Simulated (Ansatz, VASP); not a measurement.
One calculation of Si4IrPt, two programs

```xyz
6
Lattice="4.3897 0.0000 0.0000 -2.1949 3.8016 0.0000 0.0000 0.0000 9.1912" Properties=species:S:1:pos:R:3 pbc="T T T"
Si    0.0000    0.0000    6.9805
Si    0.0000    0.0000    2.2107
Si    0.0000    2.5344    4.5956
Si    2.1949    1.2672    4.5956
Ir    0.0000    0.0000    4.5956
Pt    0.0000    0.0000    0.0000
```

Alike in both runs: task relaxation of cell and atoms; functional PBE; k mesh 12 × 12 × 4; occupations gaussian, width 0.1 eV; no spin polarisation.

```csv
,VASP,Ansatz
version,VASP 6.6.1,Ansatz 0.2.0
potentials or method,"VASP PAW PBE potentials, release 64 (Si, Ir, Pt), cutoff 600 eV","scalar-relativistic, plane waves, PAW"
valence electrons in the cell,35,51
```

VASP gave:

```
gap on the k mesh at the Fermi level, each at its own relaxed structure (eV) : none
relaxed volume (Å³/atom)                                                     : 25.25
relaxed length of the cell vector where the two differ most in proportion (Å)              : 4.353
```

Q: Estimate Ansatz's values.

A: gap on the k mesh at the Fermi level, each at its own relaxed structure (eV): none; relaxed volume (Å³/atom): 25.20; relaxed length of the cell vector where the two differ most in proportion (Å): 4.350.

A gap of «none» marks a metal or a gap that the smearing closes. VASP's potentials hold 35 valence electrons a cell and Ansatz's 51, so a difference there can come from the potentials and not from the codes.

Neither program's run includes spin-orbit coupling.
